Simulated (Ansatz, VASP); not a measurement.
Si4O in VASP and in Ansatz

```
CELL_PARAMETERS angstrom
3.83334 0.00000 0.00000
0.00000 3.83334 0.00000
0.00000 0.00000 21.20348
ATOMIC_POSITIONS crystal
Si 0.00000 0.50000 0.18865
Si 0.00000 0.00000 0.25257
Si 0.50000 0.00000 0.31919
Si 0.50000 0.50000 0.38218
O 0.00000 0.50000 0.48593
```

Alike in both runs: task single point; functional PBE; dispersion D3(BJ); k mesh 7 × 7 × 1; occupations gaussian, width 0.05 eV; collinear spin.

```csv
,VASP,Ansatz
version,VASP 6.6.1,Ansatz 0.2.0
potentials or method,"VASP PAW PBE potentials, release 64 (Si, O), cutoff 520 eV","scalar-relativistic, plane waves, PAW"
valence electrons in the cell,22,22
```

|  | VASP | Ansatz | Ansatz less VASP |
| --- | --- | --- | --- |
| gap on the k mesh at the Fermi level (eV) | none | none | - |
| rms of the force components (eV/Å) | 0.641 | 0.646 | +0.0047 |
| net moment per atom (μB) | 0.24 | 0.24 | -0.001 |
| size of the moment on the site where the two differ most (μB) | 1.12 | 1.38 | +0.254 |
| work function, face that differs most (eV) | 7.38 | 7.39 | +0.010 |

Site moments also hang on the region over which each program counts them. Atom by atom the forces differ by 0.005 eV/Å (rms over components). A gap of «none» marks a metal or a gap that the smearing closes.
